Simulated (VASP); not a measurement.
# GaN (F-43m) in VASP: notebook, part 2 of 2

VASP 6.6.1.

### 3 Relaxation of cell and atoms, PBE, target pressure 30 GPa, at which the enthalpy is minimised

The input, INCAR:

```
PREC = Accurate
ENCUT = 600
EDIFF = 1E-7
ISMEAR = 0
SIGMA = 0.01
LREAL = F
LASPH = T
NELM = 80
ALGO = Normal
ISIF = 3
LWAVE = F
LCHARG = F
GGA = PE
IBRION = 2
NSW = 80
EDIFFG = -0.001
PSTRESS = 300.0
```

The input, KPOINTS:

```
Automatic mesh
0
Gamma
  10 10 10
```

The input, POSCAR:

```
GaN
1.0
    0.0000000000      2.2742384951      2.2742384951
    2.2742384951      0.0000000000      2.2742384951
    2.2742384951      2.2742384951      0.0000000000
Ga N
1 1
Direct
    0.0000000000      0.0000000000      0.0000000000
    0.7500000000      0.7500000000      0.7500000000
```

Potentials or basis: VASP PAW PBE potentials, release 64 (Ga_d, N).

The run is started by

```sh
cat potpaw_PBE.64/Ga_d/POTCAR potpaw_PBE.64/N/POTCAR > POTCAR
mpirun -np 1 vasp_std > vasp.out
```

OUTCAR:

```text
PREC = Accurate
   ENCUT = 600
   EDIFF = 1E-7
   ISMEAR = 0
   LREAL = F
   LASPH = T
   NELM = 80
   ISIF = 3
   GGA = PE
   IBRION = 2
   NSW = 80
   EDIFFG = -0.001
   PSTRESS = 300.0

 ion  position               nearest neighbor table
   1  0.000  0.000  0.000-   2 1.97   2 1.97   2 1.97   2 1.97
   2  0.750  0.750  0.750-   1 1.97   1 1.97   1 1.97   1 1.97

  LATTYP: Found a face centered cubic cell.
 ALAT       =     4.5484769902

  Lattice vectors:

 A1 = (   0.0000000000,   2.2742384951,   2.2742384951)
 A2 = (   2.2742384951,   0.0000000000,   2.2742384951)
 A3 = (   2.2742384951,   2.2742384951,   0.0000000000)

Analysis of symmetry for initial positions (statically):
=====================================================================
 Subroutine PRICEL returns:
 Original cell was already a primitive cell.

 Routine SETGRP: Setting up the symmetry group for a
 face centered cubic supercell.

 Subroutine GETGRP returns: Found 24 space group operations
 (whereof 24 operations were pure point group operations)
 out of a pool of 48 trial point group operations.

The static configuration has the point symmetry T_d .

Analysis of symmetry for dynamics (positions and initial velocities):
=====================================================================
 Subroutine PRICEL returns:
 Original cell was already a primitive cell.

 Routine SETGRP: Setting up the symmetry group for a
 face centered cubic supercell.

 Subroutine GETGRP returns: Found 24 space group operations
 (whereof 24 operations were pure point group operations)
 out of a pool of 48 trial point group operations.

The dynamic configuration has the point symmetry T_d .

 Subroutine INISYM returns: Found 24 space group operations
 (whereof 24 operations are pure point group operations),
 and found     1 'primitive' translations

[... 125 lines left out ...]
 conjugate gradient relaxation of ions
 non-spin polarized calculation
 Gauss-broadening in eV      SIGMA  =   0.01
  energy-cutoff  :      600.00
  volume of cell :       23.53
 maximum number of plane-waves:       801
 NGX is ok and might be reduce to    28
   NGX = 13   NGY = 13   NGZ = 13

--------------------------------------- Ionic step        1  -------------------------------------------

 number of electron      18.0000002 magnetization

 Free energy of the ion-electron system (eV)
  ---------------------------------------------------
  ext. energy  EPLUGINS =         0.00000000
  ---------------------------------------------------
  free energy    TOTEN  =       -12.15505524 eV

  energy without entropy =      -12.15505524  energy(sigma->0) =      -12.15505524

------------------------ aborting loop because EDIFF is reached ----------------------------------------

  FORCE on cell =-STRESS in cart. coord.  units (eV):
  Direction    XX          YY          ZZ          XY          YZ          ZX
  --------------------------------------------------------------------------------------
  -------------------------------------------------------------------------------------
  Total       -0.0088965     -0.0088965     -0.0088965      0.0000000      0.0000000      0.0000000
  in kB       -0.6058876     -0.6058876     -0.6058876      0.0000000      0.0000000      0.0000000
  external PRESSURE =    -300.6058876 kB  Pullay stress =     300.0000000 kB
[... 291 lines left out ...]
--------------------------------------- Ionic step        9  -------------------------------------------

 number of electron      17.9999999 magnetization

 Free energy of the ion-electron system (eV)
  ---------------------------------------------------
  ext. energy  EPLUGINS =         0.00000000
  ---------------------------------------------------
  free energy    TOTEN  =       -11.91407825 eV

  energy without entropy =      -11.91407825  energy(sigma->0) =      -11.91407825

 E-fermi :   6.5456     XC(G=0): -12.2377

 val. band max:        6.4879083143   @ k =   0.0000   0.0000   0.0000
 cond. band min:       8.8873315800   @ k =   0.0000   0.0000   0.0000
 fundamental gap:      2.3994232657
 Fermi energy:         6.5455958146

 k-point     1 :       0.0000    0.0000    0.0000
  band No.  band energies     occupation
      1     -10.4013      2.00000
      2      -7.0916      2.00000
      3      -7.0916      2.00000
      4      -7.0916      2.00000
      5      -6.6496      2.00000
      6      -6.6496      2.00000
      7       6.4879      2.00000
      8       6.4879      2.00000
      9       6.4879      2.00000
     10       8.8873      0.00000
     11      17.4526      0.00000
     12      17.4526      0.00000
     13      17.4526      0.00000
[... 354 lines left out ...]
  band No.  band energies     occupation
      1      -9.0722      2.00000
      2      -6.9460      2.00000
      3      -6.7887      2.00000
      4      -6.7863      2.00000
      5      -6.5691      2.00000
      6      -5.8479      2.00000
      7       1.2272      2.00000
      8       3.6773      2.00000
      9       4.0291      2.00000
     10      11.1044      0.00000
     11      14.3968      0.00000
     12      17.8886      0.00000
     13      20.2985      0.00000

 [... further k-points ...]
[... 5 lines left out ...]
  --------------------------------------------------------------------------------------
  -------------------------------------------------------------------------------------
  Total        3.8619384      3.8619384      3.8619384      0.0000000     -0.0000000     -0.0000000
  in kB      300.1176456    300.1176456    300.1176456      0.0000000     -0.0000000     -0.0000000
  external PRESSURE =       0.1176456 kB  Pullay stress =     300.0000000 kB
[... 21 lines left out ...]
  energy  without entropy=      -11.9140782513  energy(sigma->0) =      -11.91407825

  enthalpy is  TOTEN    =        -8.0536536848 eV   P V=        3.8604245665

 reached required accuracy - stopping structural energy minimisation
```

CONTCAR:

```text
GaN
   1.00000000000000
    -0.0000000000000000    2.1763636696748878    2.1763636696748878
     2.1763636696748878    0.0000000000000000    2.1763636696748878
     2.1763636696748878    2.1763636696748878   -0.0000000000000000
  Ga              N
     1     1
Direct
     0.0000000000000000    0.0000000000000000    0.0000000000000000
     0.7500000000000000    0.7500000000000000    0.7500000000000000

  0.00000000E+00  0.00000000E+00  0.00000000E+00
  0.00000000E+00  0.00000000E+00  0.00000000E+00
```

It took 81 s on 1 thread of Intel Xeon 6975P-C (Granite Rapids), shared host; peak memory 0.18 GiB.

What came out:

* Free energy: -11.9141 eV
* Relaxed volume: 10.31 Å³/atom
* Relaxed cell: a = 3.078 Å, b = 3.078 Å, c = 3.078 Å, α = 60.00°, β = 60.00°, γ = 60.00°
* Space group after relaxing (to 0.05 Å): F-43m (No. 216)
* Energy change on relaxing (the enthalpy is what falls): +120.5 meV/atom
* Ionic steps: 9
* Pressure after relaxing: 30.0 GPa
* Band gap on the k mesh: 2.40 eV, direct

Step by step:
| step | energy change (eV) | largest force (eV/Å) | pressure (GPa) | volume (Å³) |
| --- | --- | --- | --- | --- |
| 1 | 0.0000 | 0.0000 | -0.06 | 23.53 |
| 2 | 1.8648 | 0.0000 | 119.46 | 16.78 |
| 3 | 0.2122 | 0.0000 | 27.73 | 20.78 |
| 4 | 0.2355 | 0.0000 | 29.68 | 20.65 |
| 5 | 0.2458 | 0.0000 | 30.39 | 20.59 |
| 6 | 0.2334 | 0.0000 | 29.32 | 20.66 |
| 7 | 0.2411 | 0.0000 | 30.03 | 20.62 |
| 8 | 0.2408 | 0.0000 | 29.97 | 20.62 |
| 9 | 0.2410 | 0.0000 | 30.01 | 20.62 |

Final structure:
```
CELL_PARAMETERS angstrom
0.00000 2.17636 2.17636
2.17636 0.00000 2.17636
2.17636 2.17636 0.00000
ATOMIC_POSITIONS crystal
Ga 0.00000 0.00000 0.00000
N 0.75000 0.75000 0.75000
```

Levels at points of the mesh, in eV from the valence-band top:
| k point | band 6 | band 7 | band 8 | band 9 | band 10 | band 11 | band 12 | band 13 |
| --- | --- | --- | --- | --- | --- | --- | --- | --- |
| (0.00, 0.00, 0.00) | -13.14 | 0.00 | 0.00 | 0.00 | 2.40 | 10.96 | 10.96 | 10.96 |
| (0.50, 0.00, 0.00) | -11.88 | -7.77 | -1.11 | -1.11 | 5.37 | 9.24 | 10.91 | 10.91 |
| (0.50, 0.50, 0.00) | -11.48 | -6.57 | -3.09 | -3.09 | 3.37 | 7.27 | 12.50 | 15.10 |

Caveat: the cell is relaxed towards a set pressure, so the enthalpy falls and the energy may rise. PBE gaps usually lie below the measured ones, often by a third to a half.

### 4 Relaxation of cell and atoms, PBE, target pressure 30 GPa, at which the enthalpy is minimised

The input, INCAR:

```
SYSTEM = GaN
PREC = Accurate ; ENCUT = 600
EDIFF = 1E-6 ; ISMEAR = 0
SIGMA = 0.01 ; LREAL = .False.
LASPH = .True. ; NELM = 60
ALGO = Normal ; ISIF = 3
LWAVE = .False. ; LCHARG = .False.
GGA = PE ; IBRION = 2
NSW = 80 ; EDIFFG = -0.001
PSTRESS = 300.0
```

The input, KPOINTS:

```
Automatic mesh
0
Gamma
  10 10 10
  0 0 0
```

POSCAR is that of step 3.

The run is started by

```sh
cat potpaw_PBE.64/Ga_d/POTCAR potpaw_PBE.64/N/POTCAR > POTCAR
mpirun -np 1 vasp_std > vasp.out
```

Run time: 59 s. Hardware: 1 thread of Intel Xeon 6975P-C (Granite Rapids), shared host; peak memory 0.18 GiB.

Results (log left out):

* Free energy: -11.9142 eV
* Relaxed volume: 10.31 Å³/atom
* Relaxed cell: a = 3.078 Å, b = 3.078 Å, c = 3.078 Å, α = 60.00°, β = 60.00°, γ = 60.00°
* Space group after relaxing (to 0.05 Å): F-43m (No. 216)
* Energy change on relaxing (the enthalpy is what falls): +120.5 meV/atom
* Ionic steps: 7
* Pressure after relaxing: 30.0 GPa
* Band gap on the k mesh: 2.40 eV, direct

Step by step:
```
step  energy change (eV)  largest force (eV/Å)  pressure (GPa)  volume (Å³)
   1              0.0000                0.0000           -0.06        23.53
   2              1.8651                0.0000          119.06        16.78
   3              0.2109                0.0000           27.86        20.78
   4              0.2329                0.0000           29.50        20.66
   5              0.2431                0.0000           30.20        20.61
   6              0.2366                0.0000           29.60        20.64
   7              0.2409                0.0000           30.00        20.62
```

Final structure:
```yaml
crystal:
  lattice:
    - [0.00000, 2.17638, 2.17638]
    - [2.17638, 0.00000, 2.17638]
    - [2.17638, 2.17638, 0.00000]
  atoms:
    - { symbol: Ga, position: [0.00000, 0.00000, 0.00000] }
    - { symbol: N, position: [0.75000, 0.75000, 0.75000] }
```

Levels at points of the mesh, in eV from the valence-band top:
```
           k point  band 6  band 7  band 8  band 9  band 10  band 11  band 12  band 13
(0.00, 0.00, 0.00)  -13.14    0.00    0.00    0.00     2.40    10.96    10.96    10.96
(0.50, 0.00, 0.00)  -11.88   -7.77   -1.11   -1.11     5.37     9.24    10.91    10.91
(0.50, 0.50, 0.00)  -11.48   -6.57   -3.09   -3.09     3.37     7.27    12.50    15.10
```

Caveat: the cell is relaxed towards a set pressure, so the enthalpy falls and the energy may rise.

### 5 Single point, PBE

The input, INCAR:

```
ALGO = Normal ; EDIFF = 1E-7
ENCUT = 520 ; GGA = PE
ISIF = 2 ; ISMEAR = 0
LASPH = T ; LCHARG = F
LREAL = F ; LWAVE = F
NBANDS = 16 ; NELM = 60
PREC = Accurate ; SIGMA = 0.01
```

The input, KPOINTS:

```
k-points
0
Gamma
  10 10 10
```

The input, POSCAR:

```
GaN
1.0
    0.0000000000      2.2742384953      2.2742384953
    2.2742384953      0.0000000000      2.2742384953
    2.2742384953      2.2742384953      0.0000000000
Ga N
1 1
Direct
    0.0000000000      0.0000000000      0.0000000000
    0.7500000000      0.7500000000      0.7500000000
```

Potentials or basis: VASP PAW PBE potentials, release 64 (Ga_d, N).

The run is started by

```sh
cat potpaw_PBE.64/Ga_d/POTCAR potpaw_PBE.64/N/POTCAR > POTCAR
mpirun -np 1 vasp_std > vasp.out
```

OUTCAR:

```text
EDIFF = 1E-7
   ENCUT = 520
   GGA = PE
   ISIF = 2
   ISMEAR = 0
   LASPH = T
   LREAL = F
   NELM = 60
   PREC = Accurate

 ion  position               nearest neighbor table
   1  0.000  0.000  0.000-   2 1.97   2 1.97   2 1.97   2 1.97
   2  0.750  0.750  0.750-   1 1.97   1 1.97   1 1.97   1 1.97

  LATTYP: Found a face centered cubic cell.
 ALAT       =     4.5484769906

  Lattice vectors:

 A1 = (   0.0000000000,   2.2742384953,   2.2742384953)
 A2 = (   2.2742384953,   0.0000000000,   2.2742384953)
 A3 = (   2.2742384953,   2.2742384953,   0.0000000000)
[... 624 lines left out ...]
      4      -8.2290      2.00000
      5      -8.0868      2.00000
      6      -7.1857      2.00000
[... 8 lines left out ...]
     15      26.8471      0.00000
     16      27.1165      0.00000

 [... further k-points ...]
[... 5 lines left out ...]
  --------------------------------------------------------------------------------------
  -------------------------------------------------------------------------------------
  Total        0.0123396      0.0123396      0.0123396      0.0000000      0.0000000      0.0000000
  in kB        0.8403786      0.8403786      0.8403786      0.0000000      0.0000000      0.0000000
  external PRESSURE =       0.8403786 kB  Pullay stress =       0.0000000 kB

 VOLUME and BASIS-vectors are now :
 -----------------------------------------------------------------------------
  energy-cutoff  :      520.00
  volume of cell :       23.53
      direct lattice vectors                 reciprocal lattice vectors
     0.000000000  2.274238495  2.274238495    -0.219853811  0.219853811  0.219853811
     2.274238495  0.000000000  2.274238495     0.219853811 -0.219853811  0.219853811
     2.274238495  2.274238495  0.000000000     0.219853811  0.219853811 -0.219853811

 POSITION                                       TOTAL-FORCE (eV/Angst)
 -----------------------------------------------------------------------------------
      0.00000      0.00000      0.00000         0.000000      0.000000     -0.000000
      3.41136      3.41136      3.41136        -0.000000     -0.000000      0.000000
 -----------------------------------------------------------------------------------
    total drift:                               -0.000002     -0.000002     -0.000001

  FREE ENERGIE OF THE ION-ELECTRON SYSTEM (eV)
  ---------------------------------------------------
  free  energy   TOTEN  =       -12.1535550671 eV

  energy  without entropy=      -12.1535550671  energy(sigma->0) =      -12.15355507
```

Wall time 8.1 s (1 thread of Intel Xeon Platinum 8375C at 2.90GHz (Ice Lake), shared host); peak memory 0.14 GiB.

Results:

```
Free energy            : -12.1536 eV
Pressure               : 0.1 GPa
Band gap on the k mesh : 1.55 eV, direct
```

A hybrid or GW would open this gap; PBE tends to underestimate it.

### 6 Single point, PBE

This run uses another cell than the first one, of 11.63 Å³/atom, 0.989 times its volume.

The input, INCAR:

```
SYSTEM = GaN
PREC = Accurate ; ENCUT = 520
EDIFF = 1E-7 ; ISMEAR = 0
SIGMA = 0.01 ; LREAL = .False.
LASPH = .True. ; NELM = 60
ALGO = Normal ; ISIF = 2
LWAVE = .False. ; LCHARG = .False.
GGA = PE ; NBANDS = 16
```

The input, KPOINTS:

```
regular mesh
0
Gamma
  10 10 10
  0 0 0
```

The input, POSCAR:

```
GaN
1.0
    0.0000000000      2.2656813097      2.2656813097
    2.2656813097      0.0000000000      2.2656813097
    2.2656813097      2.2656813097      0.0000000000
Ga N
1 1
Direct
    0.0000000000      0.0000000000      0.0000000000
    0.7500000000      0.7500000000      0.7500000000
```

Potentials or basis: VASP PAW PBE potentials, release 64 (Ga_d, N).

The run is started by

```sh
cat potpaw_PBE.64/Ga_d/POTCAR potpaw_PBE.64/N/POTCAR > POTCAR
mpirun -np 1 vasp_std > vasp.out
```

Wall time 9.1 s (1 thread of Intel Xeon Platinum 8375C at 2.90GHz (Ice Lake), shared host); peak memory 0.15 GiB.

It converged, with:

| Item | Value |
| --- | --- |
| Free energy | -12.1517 eV |
| Pressure | 2.1 GPa |
| Band gap on the k mesh | 1.62 eV, direct |

Levels at points of the mesh, in eV from the valence-band top:
| k point | band 6 | band 7 | band 8 | band 9 | band 10 | band 11 | band 12 | band 13 |
| --- | --- | --- | --- | --- | --- | --- | --- | --- |
| (0.00, 0.00, 0.00) | -13.13 | 0.00 | 0.00 | 0.00 | 1.62 | 10.20 | 10.20 | 10.20 |
| (0.50, 0.00, 0.00) | -11.88 | -6.93 | -0.95 | -0.95 | 4.53 | 8.64 | 10.28 | 10.28 |
| (0.50, 0.50, 0.00) | -11.45 | -6.06 | -2.64 | -2.64 | 3.35 | 6.57 | 11.59 | 13.79 |

### 7 The runs side by side

| task | cell | cutoff (eV) | gap on the mesh (eV) | pressure (GPa) |
| --- | --- | --- | --- | --- |
| relaxation of cell and atoms | relaxed from a = 3.216 Å, angles 60.0°, 2 atoms | 600 | 1.55 | 0.0 |
| relaxation of cell and atoms | relaxed to 30 GPa from a = 3.216 Å, angles 60.0°, 2 atoms | 600 | 2.40 | 30.0 |
| single point | a = 3.216 Å, angles 60.0°, 2 atoms | 520 | 1.55 | 0.1 |
| single point | a = 3.204 Å, angles 60.0°, 2 atoms | 520 | 1.62 | 2.1 |

Alike in all rows: level PBE; potentials or basis VASP PAW PBE potentials, release 64 (Ga_d, N); no spin polarisation; k mesh 10 × 10 × 10; smearing gaussian 0.01 eV.

Caveats: the cell is relaxed towards a set pressure, so the enthalpy falls and the energy may rise (some runs).

Absolute energies hang on the potentials; compare differences alone.
